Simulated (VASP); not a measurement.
# Ti5Al16 (a cell with a defect) in VASP: notebook

Runs on Ti5Al16 (a cell with a defect). Level: PBE. Tasks: single point.

Everything below comes from runs of VASP 6.6.1. Logs are shortened: lines on timing, memory, paths and dates and some standing lists are left out, and cuts for length are marked.

## (1) The cell of the first run

The cell holds a defect, 21 atoms: a = 7.454 Å, b = 7.454 Å, c = 7.454 Å, α = 109.32°, β = 109.55°, γ = 109.55°.

## (2) Single point, PBE

INCAR

```
PREC = Accurate ; ENCUT = 520
EDIFF = 1E-6 ; ISMEAR = 0
SIGMA = 0.1 ; LREAL = Auto
LASPH = T ; NELM = 100
ALGO = Normal ; ISIF = 2
LWAVE = F ; LCHARG = F
GGA = PE ; NBANDS = 70
```

KPOINTS

```
Automatic mesh
0
Gamma
  4 4 4
  0.5 0.5 0.5
```

POSCAR

```
Ti5Al16
1.0
   -5.7680202884     -1.9226734295      4.3114047960
   -1.9226734295      5.7680202884     -4.3114047960
    1.9226734295     -5.7680202884     -4.3114047960
Ti Al
5 16
Direct
    0.3416311319      0.5708602894      0.7816279080
    0.0585594507      0.0399750054      0.0293892763
    0.2000132181      0.7978794178      0.3978412792
    0.8161122300      0.2047816069      0.5965839215
    0.5842127856      0.3806609020      0.1888369582
    0.8123102842      0.6981192615      0.1532826897
    0.4085510768      0.0804942389      0.2991017744
    0.5877490075      0.9412532160      0.6857382687
    0.2001040812      0.2973009881      0.8973875042
    0.9917491815      0.4906102515      0.4720108370
    0.7001041775      0.0548224883      0.1548431663
    0.3126895035      0.4634111439      0.3662497658
    0.5035130694      0.2686205498      0.7557072207
    0.0876351113      0.6536840096      0.9509399509
    0.8966722448      0.8522516812      0.5651127987
    0.4933748423      0.7402191418      0.2422375890
    0.1024430343      0.1433949090      0.4450106130
    0.2977716295      0.9426546694      0.8410658104
    0.9068200940      0.3489296725      0.0469499962
    0.7002624988      0.4897522091      0.5897750716
    0.6999757626      0.7584358344      0.8582158579
```

Potentials or basis: VASP PAW PBE potentials, release 64 (Ti_sv, Al).

The run is started by

```sh
$ cat potpaw_PBE.64/Ti_sv/POTCAR potpaw_PBE.64/Al/POTCAR > POTCAR
$ mpirun -np 1 vasp_std > vasp.out
```

OUTCAR:

```text
PREC = Accurate
   ENCUT = 520
   EDIFF = 1E-6
   ISMEAR = 0
   LREAL = Auto
   LASPH = T
   NELM = 100
   ISIF = 2
   GGA = PE

 ion  position               nearest neighbor table
   1  0.342  0.571  0.782-  21 2.32   9 2.52  10 2.55  14 2.72  17 2.75  18 2.81  12 2.84  16 2.87
                            13 2.87  11 3.13
   2  0.059  0.040  0.029-  21 2.32   9 2.52   7 2.55  12 2.73  18 2.75  17 2.81  14 2.84  19 2.87
                            15 2.87  11 3.13
   3  0.200  0.798  0.398-   8 2.52   6 2.52  10 2.64   7 2.64  17 2.85  18 2.85  14 2.85  12 2.85
                            19 2.88  16 2.88  15 3.00  13 3.00
   4  0.816  0.205  0.597-  20 2.56   8 2.57   9 2.66   7 2.69  10 2.71  11 2.80  17 2.82  15 2.84
                            14 2.88  19 2.91  16 2.98  13 3.05
   5  0.584  0.381  0.189-  20 2.56   6 2.57   9 2.66  10 2.69   7 2.72  11 2.80  18 2.82  13 2.84
                            12 2.88  16 2.91  19 2.98  15 3.05
   6  0.812  0.698  0.153-  21 2.33   3 2.52   5 2.57  15 2.65  16 2.76  17 2.77  19 2.85  13 2.93
                            14 2.96  11 3.04
   7  0.409  0.080  0.299-   2 2.55  20 2.60   3 2.64   4 2.69   5 2.72  16 2.75  11 2.76  14 2.81
                            13 2.94  18 2.94  17 2.94  12 3.09
   8  0.588  0.941  0.686-  21 2.33   3 2.52   4 2.57  13 2.65  19 2.76  18 2.77  16 2.85  15 2.93
                            12 2.97  11 3.04
   9  0.200  0.297  0.897-   1 2.52   2 2.52   4 2.66   5 2.66  13 2.84  15 2.84  19 2.84  16 2.84
[... 11 lines left out ...]
  15  0.897  0.852  0.565-   6 2.65  18 2.69  20 2.71  16 2.77  17 2.80   9 2.84   4 2.84   2 2.87
                             8 2.93  10 2.94   3 3.00   5 3.05  21 3.14
  16  0.493  0.740  0.242-  12 2.68   7 2.75  11 2.75   6 2.76  14 2.77  15 2.77   9 2.84   8 2.85
                             1 2.87   3 2.88   5 2.91   4 2.98
  17  0.102  0.143  0.445-  13 2.69  11 2.74  12 2.74   1 2.75   6 2.77  15 2.80   2 2.81   4 2.82
                             3 2.85   9 2.91  10 2.93   7 2.94
  18  0.298  0.943  0.841-  15 2.69  11 2.74  14 2.74   2 2.75   8 2.77  13 2.80   1 2.81   5 2.82
                             3 2.85   9 2.91   7 2.94  10 2.94
  19  0.907  0.349  0.047-  14 2.68  10 2.75  11 2.75   8 2.76  12 2.77  13 2.77   9 2.84   6 2.85
                             2 2.87   3 2.88   4 2.91   5 2.98
  20  0.700  0.490  0.590-  21 2.32   4 2.56   5 2.56  10 2.60   7 2.60  14 2.71  15 2.71  13 2.71
                            12 2.71
  21  0.700  0.758  0.858-   1 2.32   2 2.32  20 2.32   8 2.33   6 2.33  11 2.56  15 3.14  13 3.14
                            12 3.15  14 3.16

  LATTYP: Found a body centered tetragonal cell.
 ALAT       =     8.5984569737
 C/A-ratio  =     1.0028322080

  Lattice vectors:

 A1 = (   1.9226734295,  -5.7680202884,   4.3114047960)
 A2 = (  -1.9226734295,   5.7680202884,   4.3114047960)
 A3 = (  -5.7680202884,  -1.9226734295,  -4.3114047960)

Analysis of symmetry for initial positions (statically):
=====================================================================
 Subroutine PRICEL returns:
[... 176 lines left out ...]
   ISMEAR =     0;   SIGMA  =   0.10  broadening in eV -4-tet -1-fermi 0-gaus
   EFERMI_NEDOS =   21; number of points for ismear=-14 and -15
   IALGO  =     38    algorithm
   IMIX   =      4    mixing-type and parameters
     AMIX     =   0.40;   BMIX     =  1.00
     AMIX_MAG =   1.60;   BMIX_MAG =  1.00
  volume/ion in A,a.u.               =      15.18       102.43
  Fermi-wavevector in a.u.,A,eV,Ry     =   1.141290  2.156726 17.722182  1.302544
  Thomas-Fermi vector in A             =   2.277991
   LORBIT       =      0    0 simple, 1 ext, 2 COOP (PROOUT), +10 PAW based schemes
   GGA     = PE    functional components
   LHFCALC =     F    Hartree Fock is set to
   AEXX    =    0.0000 exact exchange contribution
   IVDW    =     0    specifies the selected vdW correction
   LEPSILON=     F    determine dielectric tensor
   LRPA    =     F    only Hartree local field effects (RPA)
 non-spin polarized calculation
 Gauss-broadening in eV      SIGMA  =   0.10
  energy-cutoff  :      520.00
  volume of cell :      318.76
 maximum number of plane-waves:      8619
   NGX = 27   NGY = 27   NGZ = 27

 number of electron     107.9999996 magnetization

 Free energy of the ion-electron system (eV)
  ---------------------------------------------------
  ext. energy  EPLUGINS =         0.00000000
  ---------------------------------------------------
  free energy    TOTEN  =      -101.56446407 eV

  energy without entropy =     -101.51193864  energy(sigma->0) =     -101.53820135

 E-fermi :   8.8442     XC(G=0): -10.8757

 val. band max:        8.8366245976   @ k =   0.3750  -0.3750   0.1250
 cond. band min:       8.8465660446   @ k =  -0.1250   0.1250   0.3750
 fundamental gap:      0.0099414470
 Fermi energy:         8.8442464532

 k-point     1 :       0.1250    0.1250    0.1250
  band No.  band energies     occupation
      1     -47.6294      2.00000
      2     -47.6286      2.00000
      3     -47.6042      2.00000
      4     -47.4898      2.00000
      5     -47.4888      2.00000
      6     -24.0141      2.00000
[... 1645 lines left out ...]
     65      10.5341      0.00000
     66      10.7133      0.00000

 [... further k-points ...]

 [bands above 66 left out]

------------------------ aborting loop because EDIFF is reached ----------------------------------------

  FORCE on cell =-STRESS in cart. coord.  units (eV):
  Direction    XX          YY          ZZ          XY          YZ          ZX
  --------------------------------------------------------------------------------------
  -------------------------------------------------------------------------------------
  Total       24.2431832     20.4998146     16.5094637     -0.7437425     -0.0098364     -0.0138112
  in kB      121.8541658    103.0387710     82.9819625     -3.7382930     -0.0494407     -0.0694197
  external PRESSURE =     102.6249664 kB  Pullay stress =       0.0000000 kB

 VOLUME and BASIS-vectors are now :
 -----------------------------------------------------------------------------
  energy-cutoff  :      520.00
  volume of cell :      318.76
      direct lattice vectors                 reciprocal lattice vectors
    -5.768020288 -1.922673430  4.311404796    -0.156032738 -0.052010913  0.000000000
    -1.922673430  5.768020288 -4.311404796    -0.104021826  0.052010913 -0.115971481
     1.922673430 -5.768020288 -4.311404796    -0.052010913 -0.104021826 -0.115971481

 POSITION                                       TOTAL-FORCE (eV/Angst)
 -----------------------------------------------------------------------------------
     -1.56530     -1.87256     -4.35821        -0.004196     -0.012057     -0.089580
     -0.35812     -0.05153     -0.04658         0.011964      0.009157     -0.079883
     -1.92282      1.92287     -4.29290        -0.000506      0.010597     -0.003217
     -3.95404     -3.82904      0.06358         0.015821     -0.014714      0.026456
     -3.73857     -0.01681      0.06344        -0.021812      0.014455      0.031229
     -5.73296      1.58082     -0.16854        -0.019259      0.042901     -0.209309
[... 13 lines left out ...]
     -3.84682     -1.92331     -1.63516         0.003550     -0.002292      0.244698
     -3.84563     -1.92136     -3.95216        -0.000416     -0.002564      0.330632
 -----------------------------------------------------------------------------------
    total drift:                               -0.002252      0.013222     -0.011542

  FREE ENERGIE OF THE ION-ELECTRON SYSTEM (eV)
  ---------------------------------------------------
  free  energy   TOTEN  =      -101.5644640705 eV

  energy  without entropy=     -101.5119386386  energy(sigma->0) =     -101.53820135
```

OSZICAR:

```text
N       E                     dE             d eps       ncg     rms          rms(c)
DAV:   1     0.102308930586E+04    0.10231E+04   -0.45796E+04  4480   0.151E+03
DAV:   2     0.329886498890E+02   -0.99010E+03   -0.95951E+03  4480   0.444E+02
DAV:   3    -0.932430606626E+02   -0.12623E+03   -0.12214E+03  6534   0.138E+02
DAV:   4    -0.109406287659E+03   -0.16163E+02   -0.15920E+02  7128   0.403E+01
DAV:   5    -0.110361880297E+03   -0.95559E+00   -0.95308E+00  6336   0.920E+00    0.254E+01
DAV:   6    -0.105241894152E+03    0.51200E+01   -0.11454E+02  6222   0.440E+01    0.149E+01
DAV:   7    -0.102318334061E+03    0.29236E+01   -0.53635E+01  5976   0.288E+01    0.835E+00
DAV:   8    -0.101987315454E+03    0.33102E+00   -0.51172E+00  6240   0.911E+00    0.615E+00
DAV:   9    -0.101576350858E+03    0.41096E+00   -0.22739E+00  6496   0.644E+00    0.173E+00
DAV:  10    -0.101567776805E+03    0.85741E-02   -0.25631E-01  6096   0.202E+00    0.894E-01
DAV:  11    -0.101565852456E+03    0.19243E-02   -0.48749E-02  6344   0.116E+00    0.665E-01
DAV:  12    -0.101564564465E+03    0.12880E-02   -0.19327E-02  5984   0.845E-01    0.188E-01
DAV:  13    -0.101564556684E+03    0.77814E-05   -0.47843E-03  6312   0.318E-01    0.806E-02
DAV:  14    -0.101564516138E+03    0.40546E-04   -0.50687E-04  6408   0.127E-01    0.648E-02
DAV:  15    -0.101564472885E+03    0.43252E-04   -0.14807E-04  6072   0.722E-02    0.362E-02
DAV:  16    -0.101564466322E+03    0.65639E-05   -0.10758E-04  6776   0.442E-02    0.142E-02
DAV:  17    -0.101564464258E+03    0.20636E-05   -0.58070E-06  4824   0.150E-02    0.546E-03
DAV:  18    -0.101564464071E+03    0.18745E-06   -0.13014E-06  3584   0.989E-03
   1 F= -.10156446E+03 E0= -.10153820E+03  d E =-.525254E-01
```

stdout:

```text
POSCAR found type information on POSCAR TiAl
 POSCAR found :  2 types and      21 ions
 scaLAPACK will be used
 LDA part: xc-table for (Slater+PW92), standard interpolation
 POSCAR, INCAR and KPOINTS ok, starting setup
 FFT: planning ... GRIDC
 FFT: planning ... GRID_SOFT
 FFT: planning ... GRID
 WAVECAR not read
 entering main loop
```

Wall time 17 min (1 thread of Intel Xeon Platinum 8488C (Sapphire Rapids), shared host); peak memory 0.68 GiB.

Results:

```yaml
Free_energy: -101.5645 eV
Pressure: 10.3 GPa
Largest_force: 0.331 eV/Å
Band_gap_on_the_k_mesh: zero (bands 54 and 55 overlap by 0.11 eV)
```

Forces on the atoms (eV/Å):
```
Ti  -0.004 -0.012 -0.090
Ti   0.012  0.009 -0.080
Ti  -0.001  0.011 -0.003
Ti   0.016 -0.015  0.026
Ti  -0.022  0.014  0.031
Al  -0.019  0.043 -0.209
Al   0.014  0.013  0.087
Al   0.018 -0.042 -0.212
Al   0.003  0.002 -0.015
Al  -0.014 -0.016  0.088
Al   0.001  0.000  0.183
Al  -0.041 -0.038 -0.036
Al  -0.045  0.049 -0.050
Al   0.039  0.036 -0.036
Al   0.043 -0.046 -0.054
Al   0.040 -0.025 -0.060
Al  -0.040 -0.026 -0.041
Al   0.034  0.024 -0.045
Al  -0.038  0.024 -0.061
Al   0.004 -0.002  0.245
Al   0.000 -0.003  0.331
```

Stress tensor (GPa, compression positive):
```
12.19 -0.37 -0.01
-0.37 10.30  0.00
-0.01  0.00  8.30
```

[end of part 1 of 2]
